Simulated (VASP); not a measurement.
## Ca: single point with r2SCAN

Ca:

```
CELL_PARAMETERS angstrom
-2.35200 2.35200 2.18400
2.35200 -2.35200 2.18400
2.35200 2.35200 -2.18400
ATOMIC_POSITIONS crystal
Ca 0.00000 0.00000 0.00000
```

This cell differs from its parent crystal: strain +0.050 along x and y, -0.025 along z.

```yaml
Program: VASP 6.6.1
Task: single point
Functional: r2SCAN
Potentials_or_basis: VASP PAW PBE potentials, release 64 (Ca_sv)
Cutoff: 550 eV
k_mesh: 16 × 16 × 16
Occupations: gaussian, width 0.15 eV
Spin: no spin polarisation
```

The pressure is -1.6 GPa. The band gap on the k mesh is zero (bands 5 and 6 overlap by 0.75 eV).

Stress tensor (GPa, compression positive):
```
-1.71  0.00  0.00
 0.00 -1.71  0.00
 0.00  0.00 -1.42
```

Levels at points of the mesh, in eV from the Fermi level:
```csv
k point,band 3,band 4,band 5,band 6,band 7,band 8
"(0.00, 0.00, 0.00)",-24.20,-24.20,-4.08,2.26,2.59,2.59
"(0.50, 0.00, 0.00)",-24.23,-24.21,-0.73,-0.14,1.43,3.36
"(0.50, 0.50, 0.00)",-24.23,-24.20,-0.92,-0.38,1.84,3.08
"(0.50, 0.50, 0.50)",-24.27,-24.26,0.20,0.35,3.25,3.25
```

Wall time 13 min on 1 thread of AMD EPYC 7R43 64-Core Processor (Zen 3), on a shared host, peak memory 0.29 GiB.

Caveat: the cell differs from its parent crystal (strain +0.050 along x and y, -0.025 along z); the PAW data sets were made with another functional, which shifts forces and pressure a little.
